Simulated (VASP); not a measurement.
A run of VASP 6.6.1 is set up as follows.

Contents of INCAR:

```
  PREC = Accurate
  ENCUT = 520
  EDIFF = 1E-7
  ISMEAR = -1
  SIGMA = 0.02
  LREAL = False
  LASPH = True
  NELM = 80
  ALGO = Normal
  ISIF = 2
  LWAVE = False
  LCHARG = False
  GGA = PE
  NBANDS = 17
```

The input KPOINTS:

```
regular mesh
0
Gamma
  8 8 8
```

POSCAR

```
TePb
1.0
    0.0000000000      3.2024801118      3.2024801118
    3.2024801118      0.0000000000      3.2024801118
    3.2024801118      3.2024801118      0.0000000000
Pb Te
1 1
Direct
    0.0000000000      0.0000000000      0.0000000000
    0.5000000000      0.5000000000      0.5000000000
```

Potentials or basis: VASP PAW PBE potentials, release 64 (Pb_d, Te).

The run is started by

```bash
$ cat potpaw_PBE.64/Pb_d/POTCAR potpaw_PBE.64/Te/POTCAR > POTCAR
$ mpirun -np 1 vasp_std > vasp.out
```

Problem. What does it give for the pressure?

Solution. 3.4 GPa.

Problem. Estimate the band gap on the k mesh.

Solution. 0.68 eV, direct.

Caveat: the cell differs from its parent crystal (strain -2.0%); spin-orbit coupling is left out, which moves the levels of the heavy elements. A k mesh can miss the band edges.
